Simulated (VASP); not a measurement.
# Ga (P6_3/mmc) in VASP: relaxation of cell and atoms with LDA

Aim: the relaxation of cell and atoms of Ga with LDA.

Program: VASP 6.6.1. These are calculated values, not measurements. Logs are shortened: lines on timing, memory, paths and dates and some standing lists are left out, and cuts for length are marked.

## (1) The cell of the first run

The structure is hexagonal, space group P6_3/mmc (No. 194). Conventional cell: a = 2.683 Å, b = 2.683 Å, c = 4.346 Å, α = 90.00°, β = 90.00°, γ = 120.00°. Ga (site symmetry -6m2) has 12 Ga at 2.67 to 2.68 Å within 3.5 Å.

This isn't the form of Ga at room conditions, which is orthorhombic.

## (2) Relaxation of cell and atoms, LDA, target pressure 29 GPa, at which the enthalpy is minimised

Contents of INCAR:

```
SYSTEM = Ga
ALGO = Normal
EDIFF = 1E-6
EDIFFG = -0.005
ENCUT = 600
GGA = CA
IBRION = 2
ISIF = 3
ISMEAR = -1
LASPH = .True.
LCHARG = .False.
LREAL = .False.
LWAVE = .False.
NELM = 60
NSW = 60
PREC = Accurate
PSTRESS = 290.0
SIGMA = 0.08
```

Contents of KPOINTS:

```
k-points
0
Gamma
  16 16 9
  0 0 0
```

Contents of POSCAR:

```
Ga
1.0
    2.6825602078      0.0000000000      0.0000000000
   -1.3412801039      2.3231652871      0.0000000000
    0.0000000000      0.0000000000      4.3457475366
Ga
2
Direct
    0.3333333333      0.6666666667      0.2500000000
    0.6666666667      0.3333333333      0.7500000000
```

Potentials or basis: VASP PAW LDA potentials, release 64 (Ga_d).

The run is started by

```bash
cat potpaw_LDA.64/Ga_d/POTCAR > POTCAR
mpirun -np 1 vasp_std > vasp.out
```

OUTCAR:

```text
SYSTEM = Ga
   EDIFF = 1E-6
   EDIFFG = -0.005
   ENCUT = 600
   GGA = CA
   IBRION = 2
   ISIF = 3
   ISMEAR = -1
   LASPH = .True.
   LREAL = .False.
   NELM = 60
   NSW = 60
   PREC = Accurate
   PSTRESS = 290.0

 ion  position               nearest neighbor table
   1  0.333  0.667  0.250-   2 2.67   2 2.67   2 2.67   2 2.67   2 2.67   2 2.67
   2  0.667  0.333  0.750-   1 2.67   1 2.67   1 2.67   1 2.67   1 2.67   1 2.67

  LATTYP: Found a hexagonal cell.
 ALAT       =     2.6825602078
 C/A-ratio  =     1.6200000000

  Lattice vectors:

 A1 = (   2.6825602078,   0.0000000000,   0.0000000000)
 A2 = (  -1.3412801039,   2.3231652871,   0.0000000000)
 A3 = (   0.0000000000,   0.0000000000,   4.3457475366)

Analysis of symmetry for initial positions (statically):
=====================================================================
 Subroutine PRICEL returns:
 Original cell was already a primitive cell.

 Routine SETGRP: Setting up the symmetry group for a
 hexagonal supercell.

 Subroutine GETGRP returns: Found 24 space group operations
 (whereof 12 operations were pure point group operations)
 out of a pool of 24 trial point group operations.

The static configuration has the point symmetry D_3d.
 The point group associated with its full space group is D_6h.

Analysis of symmetry for dynamics (positions and initial velocities):
=====================================================================
 Subroutine PRICEL returns:
 Original cell was already a primitive cell.

 Routine SETGRP: Setting up the symmetry group for a
 hexagonal supercell.

 Subroutine GETGRP returns: Found 24 space group operations
 (whereof 12 operations were pure point group operations)
 out of a pool of 24 trial point group operations.

The dynamic configuration has the point symmetry D_3d.
 The point group associated with its full space group is D_6h.

 Subroutine INISYM returns: Found 24 space group operations
 (whereof 12 operations are pure point group operations),
 and found     1 'primitive' translations

----------------------------------------------------------------------------------------

                                     Primitive cell

  volume of cell :      27.0828

  direct lattice vectors                    reciprocal lattice vectors
     2.682560208  0.000000000  0.000000000     0.372778213  0.215223602  0.000000000
    -1.341280104  2.323165287  0.000000000     0.000000000  0.430447203  0.000000000
     0.000000000  0.000000000  4.345747537     0.000000000  0.000000000  0.230110008

  length of vectors
     2.682560208  2.682560208  4.345747537     0.430447203  0.430447203  0.230110008

  position of ions in fractional coordinates (direct lattice)
     0.333333333  0.666666667  0.250000000
     0.666666667  0.333333333  0.750000000

  ion indices of the primitive-cell ions
   primitive index   ion index
                 1           1
                 2           2

----------------------------------------------------------------------------------------

 KPOINTS: k-points

Automatic generation of k-mesh.
 Grid dimensions read from file:
 generate k-points for:   16   16    9

 Generating k-lattice:

  Cartesian coordinates                     Fractional coordinates (reciprocal lattice)
     0.023298638  0.013451475  0.000000000     0.062500000  0.000000000  0.000000000
     0.000000000  0.026902950  0.000000000     0.000000000  0.062500000  0.000000000
     0.000000000  0.000000000  0.025567779     0.000000000  0.000000000  0.111111111

  Length of vectors
     0.026902950  0.026902950  0.025567779

  Shift w.r.t. Gamma in fractional coordinates (k-lattice)
     0.000000000  0.000000000  0.000000000

 Subroutine IBZKPT returns following result:
 ===========================================

 Found    150 irreducible k-points:

 Following reciprocal coordinates:
            Coordinates               Weight
  0.000000  0.000000  0.000000      1.000000
  0.062500  0.000000  0.000000      6.000000
  0.125000  0.000000  0.000000      6.000000
  0.187500 -0.000000  0.000000      6.000000
  0.250000  0.000000  0.000000      6.000000
  0.312500 -0.000000  0.000000      6.000000
[... 16 lines left out ...]
  0.187500  0.187500  0.000000      6.000000
  0.250000  0.187500  0.000000     12.000000
 [... further k-points ...]
   k-points           NKPTS =    150   k-points in BZ     NKDIM =    150   number of bands    NBANDS=     17
   number of dos      NEDOS =    301   number of ions     NIONS =      2
   total plane-waves  NPLWV =  20736
   dimension x,y,z NGX =    24 NGY =   24 NGZ =   36
   dimension x,y,z NGXF=    48 NGYF=   48 NGZF=   72
   ions per type =               2
   NGX,Y,Z   is equivalent  to a cutoff of  14.87, 14.87, 13.77 a.u.
   NGXF,Y,Z  is equivalent  to a cutoff of  29.75, 29.75, 27.54 a.u.
 SYSTEM =  Ga
   PREC   = accura    normal or accurate (medium, high low for compatibility)
   ISTART =      0    job   : 0-new  1-cont  2-samecut
   ICHARG =      2    charge: 1-file 2-atom 10-const
   ISPIN  =      1    spin polarized calculation?
   LNONCOLLINEAR =      F non collinear calculations
   LSORBIT =      F    spin-orbit coupling
   LASPH  =      T    aspherical Exc in radial PAW
   ENCUT  =  600.0 eV  44.10 Ry    6.64 a.u.   5.36  5.36  8.68*2*pi/ulx,y,z
   NELM   =     60;   NELMIN=  2; NELMDL= -5     # of ELM steps
   EDIFF  = 0.1E-05   stopping-criterion for ELM
   LREAL  =      F    real-space projection
   EDIFFG = -.5E-02   stopping-criterion for IOM
   NSW    =     60    number of steps for IOM
   IBRION =      2    ionic relax: 0-MD 1-quasi-New 2-CG
   NFREE  =      1    steps in history (QN), initial steepest desc. (CG)
   ISIF   =      3    stress and relaxation
   ISYM   =      2    0-nonsym 1-usesym 2-fastsym
   POTIM  = 0.5000    time-step for ionic-motion
   TEBEG  =    0.0;   TEEND  =   0.0 temperature during run
   PSTRESS=  290.0 pullay stress
   NELECT =      26.0000    total number of electrons
   NUPDOWN=      -1.0000    fix difference up-down
   EMIN   =  10.00;   EMAX   =-10.00  energy-range for DOS
   EFERMI =   0.00;   METHOD = LEGACY
   ISMEAR =    -1;   SIGMA  =   0.08  broadening in eV -4-tet -1-fermi 0-gaus
   EFERMI_NEDOS =   21; number of points for ismear=-14 and -15
   IALGO  =     38    algorithm
   IMIX   =      4    mixing-type and parameters
     AMIX     =   0.40;   BMIX     =  1.00
     AMIX_MAG =   1.60;   BMIX_MAG =  1.00
  volume/ion in A,a.u.               =      13.54        91.38
  Fermi-wavevector in a.u.,A,eV,Ry     =   1.614983  3.051875 35.486303  2.608170
  Thomas-Fermi vector in A             =   2.709804
   LORBIT       =      0    0 simple, 1 ext, 2 COOP (PROOUT), +10 PAW based schemes
   GGA     = CA    functional components
   LHFCALC =     F    Hartree Fock is set to
   AEXX    =    0.0000 exact exchange contribution
   IVDW    =     0    specifies the selected vdW correction
   LEPSILON=     F    determine dielectric tensor
   LRPA    =     F    only Hartree local field effects (RPA)
 conjugate gradient relaxation of ions
 non-spin polarized calculation
  energy-cutoff  :      600.00
  volume of cell :       27.08
 maximum number of plane-waves:       924
 NGX is ok and might be reduce to    24
   NGX = 11   NGY = 11   NGZ = 17

--------------------------------------- Ionic step        1  -------------------------------------------

 number of electron      26.0000019 magnetization

 Free energy of the ion-electron system (eV)
  ---------------------------------------------------
  ext. energy  EPLUGINS =         0.00000000
  ---------------------------------------------------
  free energy    TOTEN  =        -6.59316645 eV

  energy without entropy =       -6.58018756  energy(sigma->0) =       -6.58667700

------------------------ aborting loop because EDIFF is reached ----------------------------------------

  FORCE on cell =-STRESS in cart. coord.  units (eV):
  Direction    XX          YY          ZZ          XY          YZ          ZX
  --------------------------------------------------------------------------------------
  -------------------------------------------------------------------------------------
  Total        4.4278242      4.4278242      5.2488934      0.0000000      0.0000000      0.0000000
  in kB      261.9430420    261.9430420    310.5161938      0.0000000      0.0000000      0.0000000
  external PRESSURE =     -11.8659074 kB  Pullay stress =     290.0000000 kB
[... 93 lines left out ...]
  FREE ENERGIE OF THE ION-ELECTRON SYSTEM (eV)
  ---------------------------------------------------
  free  energy   TOTEN  =        -6.5385826790 eV

  energy  without entropy=       -6.5273337691  energy(sigma->0) =       -6.53295822

  enthalpy is  TOTEN    =        -1.6969812920 eV   P V=        4.8416013870

[... ionic steps 4 to 8 ...]

--------------------------------------- Ionic step        9  -------------------------------------------

 number of electron      25.9999998 magnetization

------------------------ aborting loop because EDIFF is reached ----------------------------------------

  FORCE on cell =-STRESS in cart. coord.  units (eV):
  Direction    XX          YY          ZZ          XY          YZ          ZX
  --------------------------------------------------------------------------------------
  -------------------------------------------------------------------------------------
  Total        4.8919262      4.8919262      4.8849953      0.0000000     -0.0000000      0.0000000
  in kB      291.1368103    291.1368103    290.7243276      0.0000000     -0.0000000      0.0000000
  external PRESSURE =       0.9993161 kB  Pullay stress =     290.0000000 kB
[... 61 lines left out ...]
  enthalpy is  TOTEN    =        -1.6980193372 eV   P V=        4.8731047582

--------------------------------------- Ionic step       11  -------------------------------------------

 number of electron      25.9999998 magnetization

 Free energy of the ion-electron system (eV)
  ---------------------------------------------------
  ext. energy  EPLUGINS =         0.00000000
  ---------------------------------------------------
  free energy    TOTEN  =        -6.57098388 eV

  energy without entropy =       -6.55945811  energy(sigma->0) =       -6.56522099

 E-fermi :   9.1214     XC(G=0): -13.1687

 val. band max:        9.0938236618   @ k =   0.2500   0.0000   0.2222
 cond. band min:       9.1418118416   @ k =   0.3125   0.1875   0.0000
 fundamental gap:      0.0479881797
 Fermi energy:         9.1214115292

 k-point     1 :       0.0000    0.0000    0.0000
  band No.  band energies     occupation
      1      -6.7708      2.00000
      2      -6.4984      2.00000
      3      -6.4474      2.00000
      4      -6.4474      2.00000
      5      -6.3943      2.00000
      6      -6.3943      2.00000
[... 9 lines left out ...]
     16      24.2547      0.00000
     17      24.2547      0.00000
[... 443 lines left out ...]
      1      -6.6581      2.00000
      2      -6.6376      2.00000
      3      -6.5719      2.00000
      4      -6.4568      2.00000
      5      -6.3302      2.00000
      6      -6.2867      2.00000
[... 9 lines left out ...]
     16      16.1353      0.00000
     17      16.8000      0.00000

 [... further k-points ...]

------------------------ aborting loop because EDIFF is reached ----------------------------------------

  FORCE on cell =-STRESS in cart. coord.  units (eV):
  Direction    XX          YY          ZZ          XY          YZ          ZX
  --------------------------------------------------------------------------------------
  -------------------------------------------------------------------------------------
  Total        4.8711261      4.8711261      4.8682899      0.0000000     -0.0000000      0.0000000
  in kB      289.8905815    289.8905815    289.7217962      0.0000000     -0.0000000      0.0000000
  external PRESSURE =      -0.1656803 kB  Pullay stress =     290.0000000 kB
[... 17 lines left out ...]
  FREE ENERGIE OF THE ION-ELECTRON SYSTEM (eV)
  ---------------------------------------------------
  free  energy   TOTEN  =        -6.5709838783 eV

  energy  without entropy=       -6.5594581115  energy(sigma->0) =       -6.56522099

  enthalpy is  TOTEN    =        -1.6980192251 eV   P V=        4.8729646532

 reached required accuracy - stopping structural energy minimisation
```

Wall time 3.1 min (1 thread of Intel Xeon Platinum 8488C (Sapphire Rapids), shared host); peak memory 0.19 GiB.

What came out:

* Free energy: -6.5710 eV
* Relaxed volume: 13.46 Å³/atom
* Relaxed cell: a = 2.658 Å, b = 2.658 Å, c = 4.401 Å, α = 90.00°, β = 90.00°, γ = 120.00°
* Space group after relaxing (to 0.1 Å): P6_3/mmc (No. 194)
* Energy change on relaxing (the run minimises the enthalpy): +11.1 meV/atom
* Ionic steps: 11
* Pressure after relaxing: 29.0 GPa
* Band gap on the k mesh: zero (bands 13 and 14 overlap by 8.02 eV)

Step by step:
```csv
step,energy change (eV),largest force (eV/Å),pressure (GPa),volume (Å³)
1,0.0000,0.0000,27.81,27.08
2,0.0658,0.0000,30.53,26.69
3,0.0546,0.0000,30.24,26.75
4,0.0037,0.0000,28.26,27.03
5,0.0252,0.0000,29.17,26.91
6,0.0257,0.0000,29.17,26.90
7,0.0192,0.0000,29.02,26.94
8,0.0220,0.0000,28.92,26.92
9,0.0223,0.0000,29.10,26.92
10,0.0220,0.0000,28.90,26.92
11,0.0222,0.0000,28.98,26.92
```

Final structure:
```cif
data_structure
_symmetry_space_group_name_H-M 'P 1'
_symmetry_Int_Tables_number 1
_cell_length_a 2.6578
_cell_length_b 2.6578
_cell_length_c 4.4009
_cell_angle_alpha 90.000
_cell_angle_beta 90.000
_cell_angle_gamma 120.000
_cell_volume 26.92
loop_
_atom_site_label
_atom_site_type_symbol
_atom_site_fract_x
_atom_site_fract_y
_atom_site_fract_z
_atom_site_occupancy
Ga1 Ga 0.33333 0.66667 0.25000 1
Ga2 Ga 0.66667 0.33333 0.75000 1
```

Caveat: the cell is relaxed towards a set pressure, so the run minimises the enthalpy, not the energy.

The gap in the log of VASP goes by the Fermi energy; the results here count the filled bands.